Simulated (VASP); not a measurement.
# Al (P6_3/mmc) in VASP: a series of runs

The runs below take Al through single point, with r2SCAN.

Program: VASP 6.6.1. These are calculated values, not measurements. Logs are shortened: lines on timing, memory, paths and dates and some standing lists are left out, and cuts for length are marked.

### Step 1. The cell of the first run

It takes space group P6_3/mmc (No. 194, hexagonal). The conventional cell has a = 2.831 Å, b = 2.831 Å, c = 4.899 Å, α = 90.00°, β = 90.00°, γ = 120.00°. Within 3.7 Å of Al (site symmetry -6m2) lie 12 Al at 2.83 to 2.94 Å.

This isn't the form of Al at room conditions, which is fcc.

### Step 2. Single point, r2SCAN

File POSCAR:

```
Al
1.0
    2.8310861057      0.0000000000      0.0000000000
   -1.4155430529      2.4517906688      0.0000000000
    0.0000000000      0.0000000000      4.8990817340
Al
2
Direct
    0.6666666667      0.3333333333      0.7500000000
    0.3333333333      0.6666666667      0.2500000000
```

File INCAR.step1:

```
PREC = Accurate
ENCUT = 550
ISMEAR = 1
SIGMA = 0.05
LREAL = False
LASPH = True
NELM = 120
NBANDS = 10
GGA = PE
ALGO = Normal
EDIFF = 1E-5
LWAVE = True
LCHARG = False
GGA_COMPAT = False
```

File INCAR.step2:

```
PREC = Accurate
ENCUT = 550
EDIFF = 1E-6
ISMEAR = 1
SIGMA = 0.05
LREAL = False
LASPH = True
NELM = 120
ALGO = Normal
ISIF = 2
LWAVE = False
LCHARG = False
METAGGA = R2SCAN
LMIXTAU = True
NBANDS = 10
ISTART = 1
GGA_COMPAT = False
```

File KPOINTS:

```
Automatic mesh
0
Gamma
  12 12 6
```

Potentials or basis: VASP PAW PBE potentials, release 64 (Al).

The run is started by

```console
> cat potpaw_PBE.64/Al/POTCAR > POTCAR
> cp INCAR.step1 INCAR
> mpirun -np 1 vasp_std > vasp.out
> cp INCAR.step2 INCAR
> mpirun -np 1 vasp_std > vasp.out
```

OUTCAR:

```text
PREC = Accurate
   ENCUT = 550
   EDIFF = 1E-6
   ISMEAR = 1
   LREAL = False
   LASPH = True
   NELM = 120
   ISIF = 2
   METAGGA = R2SCAN
   ISTART = 1

 ion  position               nearest neighbor table
   1  0.667  0.333  0.750-   2 2.94   2 2.94   2 2.94   2 2.94   2 2.94   2 2.94
   2  0.333  0.667  0.250-   1 2.94   1 2.94   1 2.94   1 2.94   1 2.94   1 2.94

  LATTYP: Found a hexagonal cell.
 ALAT       =     2.8310861057
 C/A-ratio  =     1.7304601666

  Lattice vectors:

 A1 = (   2.8310861057,   0.0000000000,   0.0000000000)
 A2 = (  -1.4155430529,   2.4517906688,   0.0000000000)
 A3 = (   0.0000000000,   0.0000000000,   4.8990817340)

Analysis of symmetry for initial positions (statically):
=====================================================================
 Subroutine PRICEL returns:
 Original cell was already a primitive cell.

 Routine SETGRP: Setting up the symmetry group for a
 hexagonal supercell.

 Subroutine GETGRP returns: Found 24 space group operations
 (whereof 12 operations were pure point group operations)
 out of a pool of 24 trial point group operations.

The static configuration has the point symmetry D_3d.
 The point group associated with its full space group is D_6h.

Analysis of symmetry for dynamics (positions and initial velocities):
=====================================================================
 Subroutine PRICEL returns:
 Original cell was already a primitive cell.

 Routine SETGRP: Setting up the symmetry group for a
 hexagonal supercell.

 Subroutine GETGRP returns: Found 24 space group operations
 (whereof 12 operations were pure point group operations)
 out of a pool of 24 trial point group operations.

The dynamic configuration has the point symmetry D_3d.
 The point group associated with its full space group is D_6h.

 Subroutine INISYM returns: Found 24 space group operations
 (whereof 12 operations are pure point group operations),
 and found     1 'primitive' translations

----------------------------------------------------------------------------------------

                                     Primitive cell

  volume of cell :      34.0057

  direct lattice vectors                    reciprocal lattice vectors
     2.831086106  0.000000000  0.000000000     0.353221330  0.203932581  0.000000000
    -1.415543053  2.451790669  0.000000000     0.000000000  0.407865163  0.000000000
     0.000000000  0.000000000  4.899081734     0.000000000  0.000000000  0.204119885

  length of vectors
     2.831086106  2.831084530  4.899081734     0.407864936  0.407865163  0.204119885

  position of ions in fractional coordinates (direct lattice)
     0.666666667  0.333333333  0.750000000
     0.333333333  0.666666667  0.250000000

  ion indices of the primitive-cell ions
   primitive index   ion index
                 1           1
                 2           2

----------------------------------------------------------------------------------------

 KPOINTS: Automatic mesh

Automatic generation of k-mesh.
 Grid dimensions read from file:
 generate k-points for:   12   12    6

 Generating k-lattice:

  Cartesian coordinates                     Fractional coordinates (reciprocal lattice)
     0.029435111  0.016994382  0.000000000     0.083333333  0.000000000  0.000000000
     0.000000000  0.033988764  0.000000000     0.000000000  0.083333333  0.000000000
     0.000000000  0.000000000  0.034019981     0.000000000  0.000000000  0.166666667

  Length of vectors
     0.033988745  0.033988764  0.034019981

  Shift w.r.t. Gamma in fractional coordinates (k-lattice)
     0.000000000  0.000000000  0.000000000

 Subroutine IBZKPT returns following result:
 ===========================================

 Found     76 irreducible k-points:

 Following reciprocal coordinates:
            Coordinates               Weight
  0.000000  0.000000  0.000000      1.000000
  0.083333 -0.000000  0.000000      6.000000
  0.166667 -0.000000  0.000000      6.000000
  0.250000  0.000000  0.000000      6.000000
  0.333333 -0.000000  0.000000      6.000000
  0.416667 -0.000000  0.000000      6.000000
[... 16 lines left out ...]
  0.250000  0.000000  0.166667     12.000000
  0.333333 -0.000000  0.166667     12.000000
 [... further k-points ...]
   k-points           NKPTS =     76   k-points in BZ     NKDIM =     76   number of bands    NBANDS=     10
   number of dos      NEDOS =    301   number of ions     NIONS =      2
   total plane-waves  NPLWV =  23040
   dimension x,y,z NGX =    24 NGY =   24 NGZ =   40
   dimension x,y,z NGXF=    48 NGYF=   48 NGZF=   80
   ions per type =               2
   NGX,Y,Z   is equivalent  to a cutoff of  14.09, 14.09, 13.57 a.u.
   NGXF,Y,Z  is equivalent  to a cutoff of  28.19, 28.19, 27.15 a.u.
 SYSTEM =  unknown system
   PREC   = accura    normal or accurate (medium, high low for compatibility)
   ISTART =      1    job   : 0-new  1-cont  2-samecut
   ICHARG =      0    charge: 1-file 2-atom 10-const
   ISPIN  =      1    spin polarized calculation?
   LNONCOLLINEAR =      F non collinear calculations
   LSORBIT =      F    spin-orbit coupling
   LASPH  =      T    aspherical Exc in radial PAW
   ENCUT  =  550.0 eV  40.42 Ry    6.36 a.u.   5.41  5.41  9.37*2*pi/ulx,y,z
   NELM   =    120;   NELMIN=  2; NELMDL=  0     # of ELM steps
   EDIFF  = 0.1E-05   stopping-criterion for ELM
   LREAL  =      F    real-space projection
   EDIFFG = 0.1E-04   stopping-criterion for IOM
   NSW    =      0    number of steps for IOM
   IBRION =     -1    ionic relax: 0-MD 1-quasi-New 2-CG
   NFREE  =      0    steps in history (QN), initial steepest desc. (CG)
   ISIF   =      2    stress and relaxation
   ISYM   =      2    0-nonsym 1-usesym 2-fastsym
   POTIM  = 0.5000    time-step for ionic-motion
   TEBEG  =    0.0;   TEEND  =   0.0 temperature during run
   PSTRESS=    0.0 pullay stress
   NELECT =       6.0000    total number of electrons
   NUPDOWN=      -1.0000    fix difference up-down
   EMIN   =  10.00;   EMAX   =-10.00  energy-range for DOS
   EFERMI =   0.00;   METHOD = LEGACY
   ISMEAR =     1;   SIGMA  =   0.05  broadening in eV -4-tet -1-fermi 0-gaus
   EFERMI_NEDOS =   21; number of points for ismear=-14 and -15
   IALGO  =     38    algorithm
   IMIX   =      4    mixing-type and parameters
     AMIX     =   0.40;   BMIX     =  1.00
     AMIX_MAG =   1.60;   BMIX_MAG =  1.00
  volume/ion in A,a.u.               =      17.00       114.74
  Fermi-wavevector in a.u.,A,eV,Ry     =   0.918209  1.735163 11.471177  0.843108
  Thomas-Fermi vector in A             =   2.043265
   LORBIT       =      0    0 simple, 1 ext, 2 COOP (PROOUT), +10 PAW based schemes
   METAGGA = R2SCAN    functional components
   LHFCALC =     F    Hartree Fock is set to
   AEXX    =    0.0000 exact exchange contribution
   IVDW    =     0    specifies the selected vdW correction
   LEPSILON=     F    determine dielectric tensor
   LRPA    =     F    only Hartree local field effects (RPA)
 non-spin polarized calculation
 Methfessel and Paxton  Order N= 1 SIGMA  =   0.05
  energy-cutoff  :      550.00
  volume of cell :       34.01
 maximum number of plane-waves:      1021
 NGX is ok and might be reduce to    24
   NGX = 11   NGY = 11   NGZ = 19

 number of electron       6.0000000 magnetization

 Free energy of the ion-electron system (eV)
  ---------------------------------------------------
  ext. energy  EPLUGINS =         0.00000000
  ---------------------------------------------------
  free energy    TOTEN  =       -13.34856778 eV

  energy without entropy =      -13.34820369  energy(sigma->0) =      -13.34844642

 E-fermi :   7.7139     XC(G=0): -10.8028

 val. band max:        7.6990963818   @ k =   0.3333   0.0833   0.5000
 cond. band min:       7.7274199728   @ k =   0.2500   0.2500   0.3333
 fundamental gap:      0.0283235911
 Fermi energy:         7.7139019259

 k-point     1 :       0.0000    0.0000    0.0000
  band No.  band energies     occupation
      1      -3.9314      2.00000
      2       2.4873      2.00000
      3       2.5233      2.00000
      4      19.3992      0.00000
      5      19.7736      0.00000
      6      19.7736      0.00000
      7      19.9447      0.00000
      8      19.9447      0.00000
      9      20.8284      0.00000
     10      23.2445      0.00000

 k-point     2 :       0.0833   -0.0000    0.0000
  band No.  band energies     occupation
      1      -3.7494      2.00000
      2       2.6637      2.00000
      3       2.6947      2.00000
      4      16.8071      0.00000
      5      18.1591      0.00000
      6      19.0796      0.00000
      7      20.4371      0.00000
      8      20.9237      0.00000
      9      21.8059      0.00000
     10      22.5507      0.00000

 k-point     3 :       0.1667   -0.0000    0.0000
  band No.  band energies     occupation
      1      -3.2048      2.00000
      2       3.1885      2.00000
      3       3.2091      2.00000
      4      13.4838      0.00000
      5      16.7683      0.00000
      6      17.7764      0.00000
      7      19.1562      0.00000
      8      19.5143      0.00000
      9      21.5185      0.00000
     10      21.5255      0.00000

 k-point     4 :       0.2500    0.0000    0.0000
  band No.  band energies     occupation
      1      -2.3019      2.00000
      2       4.0433      2.00000
      3       4.0662      2.00000
      4      10.3563      0.00000
      5      15.6444      0.00000
      6      15.6874      0.00000
      7      16.4159      0.00000
      8      17.6848      0.00000
      9      20.9166      0.00000
     10      21.5300      0.00000

 k-point     5 :       0.3333   -0.0000    0.0000
  band No.  band energies     occupation
      1      -1.0475      2.00000
      2       5.1304      2.00000
      3       5.2644      2.00000
      4       7.5983      2.00515
      5      13.2221      0.00000
      6      13.5457      0.00000
      7      14.9164      0.00000
      8      16.7414      0.00000
      9      20.2481      0.00000
     10      20.8617      0.00000

 k-point     6 :       0.4167   -0.0000    0.0000
  band No.  band energies     occupation
      1       0.5477      2.00000
      2       4.6063      2.00000
      3       6.7945      2.00000
      4       7.0556      2.00000
      5      10.9279      0.00000
      6      10.9991      0.00000
      7      14.4544      0.00000
      8      16.1896      0.00000
      9      19.8466      0.00000
     10      20.3411      0.00000
[... 183 lines left out ...]
 k-point    21 :       0.0833   -0.0000    0.1667
  band No.  band energies     occupation
      1      -3.5673      2.00000
      2       0.7415      2.00000
      3       4.9412      2.00000
      4      16.5055      0.00000
      5      17.3561      0.00000
      6      18.3109      0.00000
      7      19.7240      0.00000
      8      21.1170      0.00000
      9      21.6241      0.00000
     10      22.4134      0.00000

 k-point    22 :       0.1667   -0.0000    0.1667
  band No.  band energies     occupation
      1      -3.0234      2.00000
      2       1.2694      2.00000
      3       5.4491      2.00000
      4      13.6258      0.00000
      5      16.9227      0.00000
      6      17.1599      0.00000
      7      17.2608      0.00000
      8      19.2803      0.00000
      9      20.5922      0.00000
     10      21.3119      0.00000

 k-point    23 :       0.2500    0.0000    0.1667
  band No.  band energies     occupation
      1      -2.1215      2.00000
      2       2.1425      2.00000
      3       6.2753      2.00000
      4      10.5264      0.00000
      5      14.3667      0.00000
      6      15.8427      0.00000
      7      16.9662      0.00000
      8      18.0337      0.00000
      9      19.4779      0.00000
     10      19.5587      0.00000

 k-point    24 :       0.3333   -0.0000    0.1667
  band No.  band energies     occupation
      1      -0.8687      2.00000
      2       3.3423      2.00000
      3       7.0689      2.00000
      4       8.0513     -0.00000
      5      11.6346      0.00000
      6      15.0720      0.00000
      7      15.2817      0.00000
      8      16.8798      0.00000
      9      18.8069      0.00000
     10      19.6271      0.00000

 [... further k-points ...]

------------------------ aborting loop because EDIFF is reached ----------------------------------------

  FORCE on cell =-STRESS in cart. coord.  units (eV):
  Direction    XX          YY          ZZ          XY          YZ          ZX
  --------------------------------------------------------------------------------------
  -------------------------------------------------------------------------------------
  Total       -0.7642954     -0.7642942     -1.5951763      0.0000000     -0.0000000      0.0000000
  in kB      -36.0097955    -36.0097420    -75.1567710      0.0000000     -0.0000000      0.0000000
  external PRESSURE =     -49.0587695 kB  Pullay stress =       0.0000000 kB

 VOLUME and BASIS-vectors are now :
 -----------------------------------------------------------------------------
  energy-cutoff  :      550.00
  volume of cell :       34.01
      direct lattice vectors                 reciprocal lattice vectors
     2.831086106  0.000000000  0.000000000     0.353221330  0.203932581  0.000000000
    -1.415543053  2.451790669  0.000000000     0.000000000  0.407865163  0.000000000
     0.000000000  0.000000000  4.899081734     0.000000000  0.000000000  0.204119885

 POSITION                                       TOTAL-FORCE (eV/Angst)
 -----------------------------------------------------------------------------------
      1.41554      0.81726      3.67431        -0.000000      0.000000      0.000000
     -0.00000      1.63453      1.22477         0.000000     -0.000000      0.000000
 -----------------------------------------------------------------------------------
    total drift:                                0.000000     -0.000000      0.000000

  FREE ENERGIE OF THE ION-ELECTRON SYSTEM (eV)
  ---------------------------------------------------
  free  energy   TOTEN  =       -13.3485677843 eV

  energy  without entropy=      -13.3482036926  energy(sigma->0) =      -13.34844642
```

Wall time 80 s (1 thread of Intel Xeon 8259CL, shared host); peak memory 0.17 GiB.

What came out:

| Item | Value |
| --- | --- |
| Free energy | -13.3486 eV |
| Pressure | -4.9 GPa |
| Band gap on the k mesh | zero (bands 3 and 4 overlap by 7.04 eV) |

Levels at points of the mesh, in eV from the Fermi level:
```
           k point  band 1  band 2  band 3  band 4  band 5  band 6  band 7
(0.00, 0.00, 0.00)  -11.65   -5.23   -5.19   11.69   12.06   12.06   12.23
(0.50, 0.00, 0.00)   -5.25   -5.25    0.61    0.69    1.42    1.50    6.59
(0.00, 0.00, 0.50)  -10.01  -10.01    2.51    2.51   13.08   13.08   13.08
(0.50, 0.00, 0.50)   -4.07   -4.07   -3.19   -3.19    7.74    7.74    7.99
```

Caveat: the cell stands under tension; the PAW data sets were made with another functional, which shifts forces and pressure a little.

(Part 1 of 2 ends here.)
